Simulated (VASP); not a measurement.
A run of VASP 6.6.1 is set up as follows.

File INCAR:

```
PREC = Accurate ; ENCUT = 520
EDIFF = 1E-6 ; ISMEAR = 0
SIGMA = 0.01 ; LREAL = F
LASPH = T ; NELM = 60
ALGO = Normal ; ISIF = 2
LWAVE = F ; LCHARG = F
GGA = PE ; NBANDS = 16
```

Contents of KPOINTS:

```
Automatic mesh
0
Gamma
  12 12 12
```

The input POSCAR:

```
CdS
1.0
    0.0000000000      2.8013848769      2.8013848769
    2.8013848769      0.0000000000      2.8013848769
    2.8013848769      2.8013848769      0.0000000000
Cd S
1 1
Direct
    0.0000000000      0.0000000000      0.0000000000
    0.5000000000      0.5000000000      0.5000000000
```

Potentials or basis: VASP PAW PBE potentials, release 64 (Cd, S).

Run with:

```console
$ cat potpaw_PBE.64/Cd/POTCAR potpaw_PBE.64/S/POTCAR > POTCAR
$ mpirun -np 1 vasp_std > vasp.out
```

Q: Predict the pressure.

A: -3.4 GPa.

Q: Predict the band gap on the k mesh.

A: 0.24 eV (least direct gap 1.21 eV).

Caveat: the cell stands under tension; semilocal functionals underestimate gaps, and a narrow one can read as zero. A k mesh can miss the band edges.
